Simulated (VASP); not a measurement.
# LuGe3O (P4mm) in VASP: a series of runs, part 2 of 2

VASP 6.6.1.

**4. Relaxation of cell and atoms, PBE**

Contents of INCAR:

```
SYSTEM = LuGe3O
  PREC = Accurate
  ENCUT = 600
  EDIFF = 1E-7
  ISMEAR = 0
  SIGMA = 0.1
  LREAL = .FALSE.
  LASPH = .TRUE.
  NELM = 100
  ALGO = Normal
  ISIF = 3
  LWAVE = .FALSE.
  LCHARG = .FALSE.
  GGA = PE
  IBRION = 2
  NSW = 90
  EDIFFG = -0.04
```

Contents of KPOINTS:

```
Automatic mesh
0
G
  4 4 4
  0 0 0
```

Contents of POSCAR:

```
LuGe3O
1.0
    4.0229439300      0.0000000000      0.0000000000
    0.0000000000      4.0229439300      0.0000000000
    0.0000000000      0.0000000000      5.4199697700
Lu Ge O
1 3 1
Direct
    0.5000000000      0.5000000000      0.7217770800
    0.5000000000      0.0000000000      0.2377544000
    0.0000000000      0.5000000000      0.2377544000
    0.0000000000      0.0000000000      0.5922929600
    0.0000000000      0.0000000000      0.0108211200
```

Potentials or basis: VASP PAW PBE potentials, release 64 (Lu, Ge_d, O).

The run is started by

```console
> cat potpaw_PBE.64/Lu/POTCAR potpaw_PBE.64/Ge_d/POTCAR potpaw_PBE.64/O/POTCAR > POTCAR
> mpirun -np 1 vasp_std > vasp.out
```

OUTCAR:

```text
SYSTEM = LuGe3O
   PREC = Accurate
   ENCUT = 600
   EDIFF = 1E-7
   ISMEAR = 0
   LREAL = .FALSE.
   LASPH = .TRUE.
   NELM = 100
   ISIF = 3
   GGA = PE
   IBRION = 2
   NSW = 90
   EDIFFG = -0.04

 ion  position               nearest neighbor table
   1  0.500  0.500  0.722-   4 2.93   4 2.93   4 2.93   4 2.93   3 3.31   3 3.31   2 3.31   2 3.31

   2  0.500  0.000  0.238-   5 2.36   5 2.36   4 2.78   4 2.78   3 2.84   3 2.84   3 2.84   3 2.84
                             1 3.31   1 3.31
   3  0.000  0.500  0.238-   5 2.36   5 2.36   4 2.78   4 2.78   2 2.84   2 2.84   2 2.84   2 2.84
                             1 3.31   1 3.31
   4  0.000  0.000  0.592-   5 2.27   3 2.78   2 2.78   3 2.78   2 2.78   1 2.93   1 2.93   1 2.93
                             1 2.93
   5  0.000  0.000  0.011-   4 2.27   3 2.36   2 2.36   3 2.36   2 2.36

  LATTYP: Found a simple tetragonal cell.
 ALAT       =     4.0229439300
 C/A-ratio  =     1.3472645566

  Lattice vectors:

 A1 = (   4.0229439300,   0.0000000000,   0.0000000000)
 A2 = (   0.0000000000,   4.0229439300,   0.0000000000)
 A3 = (   0.0000000000,   0.0000000000,   5.4199697700)

Analysis of symmetry for initial positions (statically):
=====================================================================
 Subroutine PRICEL returns:
 Original cell was already a primitive cell.
[... 173 lines left out ...]

  FORCE on cell =-STRESS in cart. coord.  units (eV):
  Direction    XX          YY          ZZ          XY          YZ          ZX
  --------------------------------------------------------------------------------------
  -------------------------------------------------------------------------------------
  Total        2.6493013      2.6493013      1.1471023      0.0000000     -0.0000000      0.0000000
  in kB       48.3901665     48.3901665     20.9521162      0.0000000     -0.0000000      0.0000000
  external PRESSURE =      39.2441497 kB  Pullay stress =       0.0000000 kB
[... 98 lines left out ...]
  FREE ENERGIE OF THE ION-ELECTRON SYSTEM (eV)
  ---------------------------------------------------
  free  energy   TOTEN  =       -24.0614346435 eV

  energy  without entropy=      -24.0424726430  energy(sigma->0) =      -24.05195364

[... ionic steps 4 to 37 ...]

--------------------------------------- Ionic step       38  -------------------------------------------

 number of electron      72.9999965 magnetization

------------------------ aborting loop because EDIFF is reached ----------------------------------------
[... 73 lines left out ...]
--------------------------------------- Ionic step       40  -------------------------------------------

 number of electron      72.9999984 magnetization

 Free energy of the ion-electron system (eV)
  ---------------------------------------------------
  ext. energy  EPLUGINS =         0.00000000
  ---------------------------------------------------
  free energy    TOTEN  =       -24.91218760 eV

  energy without entropy =      -24.90128247  energy(sigma->0) =      -24.90673504

 E-fermi :   5.6316     XC(G=0): -11.3079

 val. band max:        5.6171985482   @ k =   0.2500   0.0000   0.5000
 cond. band min:       5.6784175314   @ k =   0.2500   0.2500   0.0000
 fundamental gap:      0.0612189832
 Fermi energy:         5.6315705496

 k-point     1 :       0.0000    0.0000    0.0000
  band No.  band energies     occupation
      1     -51.1623      2.00000
      2     -21.8329      2.00000
      3     -21.8329      2.00000
      4     -21.7721      2.00000
      5     -19.2233      2.00000
      6     -19.0942      2.00000
[... 849 lines left out ...]
  FREE ENERGIE OF THE ION-ELECTRON SYSTEM (eV)
  ---------------------------------------------------
  free  energy   TOTEN  =       -24.9121876002 eV

  energy  without entropy=      -24.9012824746  energy(sigma->0) =      -24.90673504

 reached required accuracy - stopping structural energy minimisation
```

OSZICAR:

```text
N       E                     dE             d eps       ncg     rms          rms(c)
DAV:   1     0.698260002028E+03    0.69826E+03   -0.34243E+04  2036   0.577E+03
DAV:   2     0.114488322802E+03   -0.58377E+03   -0.56888E+03  1604   0.965E+02
DAV:   3    -0.111027570853E+02   -0.12559E+03   -0.12291E+03  1670   0.253E+02
DAV:   4    -0.251440004124E+02   -0.14041E+02   -0.13637E+02  2163   0.809E+01
[... 495 lines left out ...]
DAV:   6    -0.249121856815E+02   -0.22100E-04   -0.39600E-04  2003   0.365E-01    0.122E-02
DAV:   7    -0.249121880723E+02   -0.23908E-05   -0.48215E-05  2364   0.833E-02    0.641E-03
DAV:   8    -0.249121878279E+02    0.24437E-06   -0.69968E-06  1992   0.296E-02    0.232E-03
DAV:   9    -0.249121876909E+02    0.13707E-06   -0.64449E-07  1730   0.105E-02    0.138E-03
DAV:  10    -0.249121876002E+02    0.90722E-07   -0.69084E-08   902   0.624E-03
  40 F= -.24912188E+02 E0= -.24906735E+02  d E =-.114975E-02
```

Wall time 17 min (1 thread of Intel Xeon 6975P-C (Granite Rapids), shared host); peak memory 0.27 GiB.

What came out:

```yaml
Free_energy: -24.9122 eV
Relaxed_volume: 17.86 Å³/atom
Relaxed_cell: a = 4.553 Å, b = 4.553 Å, c = 4.308 Å, α = 90.00°, β = 90.00°, γ = 90.00°
Space_group_after_relaxing_to_0.05_Å: P4mm (No. 99)
Energy_gained_by_relaxing: 198.0 meV/atom
Ionic_steps: 40
Pressure_after_relaxing: -0.1 GPa
Largest_force_after_relaxing: 0.025 eV/Å
```

Forces in eV/Å, atoms in the order of the input:
```
Lu   0.000  0.000 -0.016
Ge   0.000  0.000 -0.014
Ge   0.000  0.000 -0.014
Ge   0.000  0.000  0.018
O    0.000  0.000  0.025
```

Stress tensor (GPa, compression positive):
```
-0.15  0.00  0.00
 0.00 -0.15  0.00
 0.00  0.00 -0.07
```

The path:
| step | energy change (eV) | largest force (eV/Å) | pressure (GPa) | volume (Å³) |
| --- | --- | --- | --- | --- |
| 1 | 0.0000 | 1.0953 | 3.92 | 87.72 |
| 2 | -0.1363 | 0.7964 | -1.46 | 93.28 |
| 3 | -0.1393 | 0.7500 | -2.21 | 94.28 |
| 4 | -0.2424 | 0.3793 | -1.37 | 93.35 |
| 5 | -0.2748 | 0.5227 | 0.02 | 92.50 |
| 6 | -0.2760 | 0.2741 | -0.34 | 92.69 |
| 7 | -0.2762 | 0.3353 | -0.27 | 92.64 |
| 8 | -0.3204 | 0.5184 | 0.60 | 91.90 |
| 9 | -0.4586 | 1.6784 | 3.41 | 89.45 |
| 10 | 0.4396 | 10.6483 | 17.04 | 83.37 |
| 11 | -0.4720 | 2.1043 | 4.03 | 88.95 |
| 12 | -0.4726 | 2.6211 | 4.99 | 88.35 |
| 13 | -0.4751 | 2.6479 | 5.02 | 88.33 |
| 14 | -0.4818 | 2.7301 | 5.18 | 88.25 |
| 15 | -0.4908 | 2.9428 | 5.50 | 88.09 |
| 16 | -0.4902 | 3.4485 | 6.09 | 87.75 |
| 17 | -0.5159 | 3.3033 | 5.80 | 87.86 |
| 18 | -0.5866 | 2.8907 | 5.04 | 88.18 |
| 19 | -0.7024 | 2.1786 | 3.63 | 88.81 |
| 20 | -0.8353 | 1.0669 | 1.42 | 89.97 |
| 21 | -0.8119 | 0.7346 | -0.71 | 91.91 |
| 22 | -0.8695 | 0.4724 | 0.17 | 90.95 |
| 23 | -0.8698 | 0.4743 | 0.23 | 90.88 |
| 24 | -0.8749 | 0.4563 | 0.17 | 90.90 |
| 25 | -0.8888 | 0.4059 | -0.06 | 90.97 |
| 26 | -0.9106 | 0.3397 | -0.42 | 91.10 |
| 27 | -0.9377 | 0.2478 | -1.06 | 91.36 |
| 28 | -0.9049 | 0.6323 | -1.96 | 91.86 |
| 29 | -0.9414 | 0.1944 | -1.39 | 91.47 |
| 30 | -0.9531 | 0.2591 | 0.02 | 89.73 |
| 31 | -0.9535 | 0.2726 | 0.34 | 89.35 |
| 32 | -0.9595 | 0.2435 | 0.32 | 89.18 |
| 33 | -0.9649 | 0.4002 | 0.35 | 88.77 |
| 34 | -0.9695 | 0.3669 | 0.29 | 88.83 |
| 35 | -0.9801 | 0.2676 | 0.12 | 89.01 |
| 36 | -0.9828 | 0.1274 | -0.16 | 89.36 |
| 37 | -0.9849 | 0.1573 | -0.04 | 89.22 |
| 38 | -0.9868 | 0.1011 | 0.00 | 89.17 |
| 39 | -0.9889 | 0.0726 | 0.18 | 89.07 |
| 40 | -0.9901 | 0.0253 | -0.13 | 89.32 |

Final structure:
```
Lu Ge O
1.0
     4.55338    0.00000    0.00000
     0.00000    4.55338    0.00000
     0.00000    0.00000    4.30811
Lu Ge O
1 3 1
Direct
  0.50000 0.50000 0.69627
  0.50000 0.00000 0.21625
  0.00000 0.50000 0.21625
  0.00000 0.00000 0.61655
  0.00000 0.00000 0.05507
```

Caveat: the k points lie up to 0.36 Å⁻¹ apart in the final cell; spin-orbit coupling is left out, which moves the levels of the heavy elements; an odd number of electrons without spin polarisation forces a metal; a magnetic or distorted state may lie lower.

**5. Summary**

```tsv
task	cell	cutoff (eV)	gap on the mesh (eV)	pressure (GPa)	largest force (eV/Å)
single point	a = 4.023, b = 4.023, c = 5.420 Å, 5 atoms	520	none	3.9	1.09
single point	a = 4.543, b = 4.543, c = 4.320 Å, 5 atoms	520	none	-0.1	0.01
relaxation of cell and atoms	relaxed from a = 4.023, b = 4.023, c = 5.420 Å, 5 atoms	600	none	-0.1	0.03
```

Alike in all rows: level PBE; potentials or basis VASP PAW PBE potentials, release 64 (Lu, Ge_d, O); no spin polarisation; k mesh 4 × 4 × 4; smearing gaussian 0.1 eV.

Caveats: all runs use coarse meshes; spin-orbit coupling is left out, which moves the levels of the heavy elements; an odd number of electrons without spin polarisation forces a metal; a magnetic or distorted state may lie lower.

Total energies depend on the potentials used, so only differences within one code and one set of settings carry meaning.
